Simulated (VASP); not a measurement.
# SrTlBr3 (Cmmm) in VASP: single point with r2SCAN

Aim: the single point of SrTlBr3 with r2SCAN.

Everything below comes from runs of VASP 6.6.1. Logs are shortened: lines on timing, memory, paths and dates and some standing lists are left out, and cuts for length are marked.

**1. The cell of the first run**

The structure is orthorhombic, space group Cmmm (No. 65). Conventional cell: a = 8.140 Å, b = 8.557 Å, c = 5.903 Å, α = 90.00°, β = 90.00°, γ = 90.00°. Within 5.3 Å of Tl (site symmetry mmm) lie 12 Br at 4.07 to 4.28 Å and 8 Sr at 5.03 to 5.20 Å. Sr (site symmetry mmm) has 6 Br at 2.95 Å within 3.9 Å. Within 3.9 Å of Br (site symmetry mmm) lie 2 Sr at 2.95 Å. Within 3.9 Å of Br (site symmetry 2/m) lie 2 Sr at 2.95 Å.

**2. Single point, r2SCAN (shear xy strain -5.0%)**

POSCAR reads:

```
SrTlBr3
1.0
    5.9034019427     -0.1475850486      0.0000000000
   -0.1475850486      5.9034019427      0.0000000000
    0.0000000000      0.0000000000      5.9034019427
Tl Sr Br
1 1 3
Direct
    0.0000000000      0.0000000000      0.0000000000
    0.5000000000      0.5000000000      0.5000000000
    0.5000000000      0.5000000000      0.0000000000
    0.5000000000      0.0000000000      0.5000000000
    0.0000000000      0.5000000000      0.5000000000
```

INCAR.step1 reads:

```
SYSTEM = SrTlBr3
PREC     = Accurate       ! precision mode
ENCUT    = 520            ! plane-wave cutoff, eV
ISMEAR   = 0              ! smearing method
SIGMA    = 0.01           ! smearing width, eV
LREAL    = .FALSE.        ! projectors in reciprocal space
LASPH    = .TRUE.         ! aspherical terms in the spheres
NELM     = 100            ! most SCF steps
NBANDS   = 30             ! bands
GGA      = PE             ! functional
ALGO     = Normal         ! electronic algorithm
EDIFF    = 1E-4           ! SCF threshold, eV
LWAVE    = .TRUE.         ! write WAVECAR
LCHARG   = .FALSE.        ! write CHGCAR
```

INCAR.step2 reads:

```
SYSTEM = SrTlBr3
PREC     = Accurate       ! precision mode
ENCUT    = 520            ! plane-wave cutoff, eV
EDIFF    = 1E-6           ! SCF threshold, eV
ISMEAR   = 0              ! smearing method
SIGMA    = 0.01           ! smearing width, eV
LREAL    = .FALSE.        ! projectors in reciprocal space
LASPH    = .TRUE.         ! aspherical terms in the spheres
NELM     = 100            ! most SCF steps
ALGO     = Normal         ! electronic algorithm
ISIF     = 2              ! what is computed and relaxed
LWAVE    = .FALSE.        ! write WAVECAR
LCHARG   = .FALSE.        ! write CHGCAR
METAGGA  = R2SCAN         ! meta-GGA
LMIXTAU  = .TRUE.       
NBANDS   = 30             ! bands
ISTART   = 1
```

KPOINTS reads:

```
Automatic mesh
0
G
  4 4 4
  0 0 0
```

Potentials or basis: VASP PAW PBE potentials, release 64 (Tl_d, Sr_sv, Br).

Command:

```bash
cat potpaw_PBE.64/Tl_d/POTCAR potpaw_PBE.64/Sr_sv/POTCAR potpaw_PBE.64/Br/POTCAR > POTCAR
cp INCAR.step1 INCAR
mpirun -np 1 vasp_std > vasp.out
cp INCAR.step2 INCAR
mpirun -np 1 vasp_std > vasp.out
```

OUTCAR:

```text
SYSTEM = SrTlBr3
   PREC = Accurate
   ENCUT = 520
   EDIFF = 1E-6
   ISMEAR = 0
   LREAL = .FALSE.
   LASPH = .TRUE.
   NELM = 100
   ISIF = 2
   METAGGA = R2SCAN
   ISTART = 1

 ion  position               nearest neighbor table
   1  0.000  0.000  0.000-
   2  0.500  0.500  0.500-   3 2.95   3 2.95   5 2.95   4 2.95   4 2.95   5 2.95
   3  0.500  0.500  0.000-   2 2.95   2 2.95
   4  0.500  0.000  0.500-   2 2.95   2 2.95
   5  0.000  0.500  0.500-   2 2.95   2 2.95

  LATTYP: Found a base centered orthorhombic cell.
 ALAT       =     8.1399543142
 B/A-ratio  =     1.0512820513
 C/A-ratio  =     0.7252377243

  Lattice vectors:

 A1 = (   5.9034019427,  -0.1475850486,   0.0000000000)
 A2 = (  -0.1475850486,   5.9034019427,   0.0000000000)
 A3 = (   0.0000000000,   0.0000000000,   5.9034019427)

Analysis of symmetry for initial positions (statically):
=====================================================================
 Subroutine PRICEL returns:
 Original cell was already a primitive cell.

 Routine SETGRP: Setting up the symmetry group for a
 base centered orthorhombic supercell.

 Subroutine GETGRP returns: Found  8 space group operations
 (whereof  8 operations were pure point group operations)
 out of a pool of  8 trial point group operations.

The static configuration has the point symmetry D_2h.

Analysis of symmetry for dynamics (positions and initial velocities):
=====================================================================
 Subroutine PRICEL returns:
 Original cell was already a primitive cell.

 Routine SETGRP: Setting up the symmetry group for a
 base centered orthorhombic supercell.

 Subroutine GETGRP returns: Found  8 space group operations
 (whereof  8 operations were pure point group operations)
 out of a pool of  8 trial point group operations.

The dynamic configuration has the point symmetry D_2h.

 Subroutine INISYM returns: Found  8 space group operations
 (whereof  8 operations are pure point group operations),
 and found     1 'primitive' translations

----------------------------------------------------------------------------------------

[... 90 lines left out ...]
   LSORBIT =      F    spin-orbit coupling
   LASPH  =      T    aspherical Exc in radial PAW
   ENCUT  =  520.0 eV  38.22 Ry    6.18 a.u.  10.98 10.98 10.98*2*pi/ulx,y,z
   NELM   =    100;   NELMIN=  2; NELMDL=  0     # of ELM steps
   EDIFF  = 0.1E-05   stopping-criterion for ELM
   LREAL  =      F    real-space projection
   EDIFFG = 0.1E-04   stopping-criterion for IOM
   NSW    =      0    number of steps for IOM
   IBRION =     -1    ionic relax: 0-MD 1-quasi-New 2-CG
   NFREE  =      0    steps in history (QN), initial steepest desc. (CG)
   ISIF   =      2    stress and relaxation
   ISYM   =      2    0-nonsym 1-usesym 2-fastsym
   POTIM  = 0.5000    time-step for ionic-motion
   TEBEG  =    0.0;   TEEND  =   0.0 temperature during run
   PSTRESS=    0.0 pullay stress
   NELECT =      44.0000    total number of electrons
   NUPDOWN=      -1.0000    fix difference up-down
   EMIN   =  10.00;   EMAX   =-10.00  energy-range for DOS
   EFERMI =   0.00;   METHOD = LEGACY
   ISMEAR =     0;   SIGMA  =   0.01  broadening in eV -4-tet -1-fermi 0-gaus
   EFERMI_NEDOS =   21; number of points for ismear=-14 and -15
   IALGO  =     38    algorithm
   IMIX   =      4    mixing-type and parameters
     AMIX     =   0.40;   BMIX     =  1.00
     AMIX_MAG =   1.60;   BMIX_MAG =  1.00
  volume/ion in A,a.u.               =      41.12       277.50
  Fermi-wavevector in a.u.,A,eV,Ry     =   0.979221  1.850459 13.046259  0.958873
  Thomas-Fermi vector in A             =   2.110057
   LORBIT       =      0    0 simple, 1 ext, 2 COOP (PROOUT), +10 PAW based schemes
   METAGGA = R2SCAN    functional components
   LHFCALC =     F    Hartree Fock is set to
   AEXX    =    0.0000 exact exchange contribution
   IVDW    =     0    specifies the selected vdW correction
   LEPSILON=     F    determine dielectric tensor
   LRPA    =     F    only Hartree local field effects (RPA)
 non-spin polarized calculation
 Gauss-broadening in eV      SIGMA  =   0.01
  energy-cutoff  :      520.00
  volume of cell :      205.61
 maximum number of plane-waves:      5558
 NGX is ok and might be reduce to    48
   NGX = 21   NGY = 21   NGZ = 21

 number of electron      43.9999997 magnetization

 Free energy of the ion-electron system (eV)
  ---------------------------------------------------
  ext. energy  EPLUGINS =         0.00000000
  ---------------------------------------------------
  free energy    TOTEN  =      -116.64409514 eV

  energy without entropy =     -116.64409514  energy(sigma->0) =     -116.64409514

 E-fermi :  -1.0418     XC(G=0):  -7.7700

 val. band max:       -1.1169065542   @ k =   0.5000   0.5000   0.5000
 cond. band min:       2.4624003031   @ k =   0.0000   0.0000   0.5000
 fundamental gap:      3.5793068572
 Fermi energy:        -1.0418089580

 k-point     1 :       0.0000    0.0000    0.0000
  band No.  band energies     occupation
      1     -35.1310      2.00000
      2     -16.6231      2.00000
      3     -16.6174      2.00000
      4     -16.6095      2.00000
      5     -14.3977      2.00000
      6     -14.1823      2.00000
[... 682 lines left out ...]
     29       7.1861      0.00000
     30       7.2168      0.00000

------------------------ aborting loop because EDIFF is reached ----------------------------------------

  FORCE on cell =-STRESS in cart. coord.  units (eV):
  Direction    XX          YY          ZZ          XY          YZ          ZX
  --------------------------------------------------------------------------------------
  -------------------------------------------------------------------------------------
  Total        0.0723506      0.0723506      0.0856321      0.2072785      0.0000000      0.0000000
  in kB        0.5637897      0.5637897      0.6672856      1.6152111      0.0000000      0.0000000
  external PRESSURE =       0.5982883 kB  Pullay stress =       0.0000000 kB

 VOLUME and BASIS-vectors are now :
 -----------------------------------------------------------------------------
  energy-cutoff  :      520.00
  volume of cell :      205.61
      direct lattice vectors                 reciprocal lattice vectors
     5.903401943 -0.147585049  0.000000000     0.169499790  0.004237495  0.000000000
    -0.147585049  5.903401943  0.000000000     0.004237495  0.169499790  0.000000000
     0.000000000  0.000000000  5.903401943     0.000000000  0.000000000  0.169393853

 POSITION                                       TOTAL-FORCE (eV/Angst)
 -----------------------------------------------------------------------------------
      0.00000      0.00000      0.00000        -0.000000      0.000000      0.000000
      2.87791      2.87791      2.95170         0.000000      0.000000      0.000000
      2.87791      2.87791      0.00000         0.000000      0.000000      0.000000
      2.95170     -0.07379      2.95170        -0.000000      0.000000      0.000000
     -0.07379      2.95170      2.95170        -0.000000      0.000000      0.000000
 -----------------------------------------------------------------------------------
    total drift:                                0.000000     -0.000000     -0.000000

  FREE ENERGIE OF THE ION-ELECTRON SYSTEM (eV)
  ---------------------------------------------------
  free  energy   TOTEN  =      -116.6440951397 eV

  energy  without entropy=     -116.6440951397  energy(sigma->0) =     -116.64409514
```

It took 4.1 min on 1 thread of AMD EPYC 9R45 (Zen 5), shared host; peak memory 0.41 GiB.

Results:

| Property | Result |
| --- | --- |
| Free energy | -116.6441 eV |
| Pressure | 0.1 GPa |
| Band gap on the k mesh | 3.58 eV (least direct gap 3.80 eV) |

Levels at points of the mesh, in eV from the valence-band top:
```csv
k point,band 20,band 21,band 22,band 23,band 24,band 25
"(0.00, 0.00, 0.00)",-0.34,-0.31,-0.22,4.94,5.00,5.08
"(0.50, 0.00, 0.00)",-0.60,-0.35,-0.35,3.59,4.58,4.59
"(0.50, 0.50, 0.00)",-0.81,-0.75,0.00,4.22,4.22,4.40
"(0.00, 0.00, 0.50)",-0.59,-0.45,-0.22,3.58,4.52,4.69
"(0.50, 0.00, 0.50)",-0.79,-0.78,-0.03,4.21,4.29,4.31
"(0.50, 0.50, 0.50)",-0.04,-0.01,0.00,4.79,4.85,4.94
```

Caveat: the cell differs from its parent crystal (shear xy strain -5.0%); the PAW data sets were made with another functional, which shifts forces and pressure a little; spin-orbit coupling is left out, which moves the levels of the heavy elements.
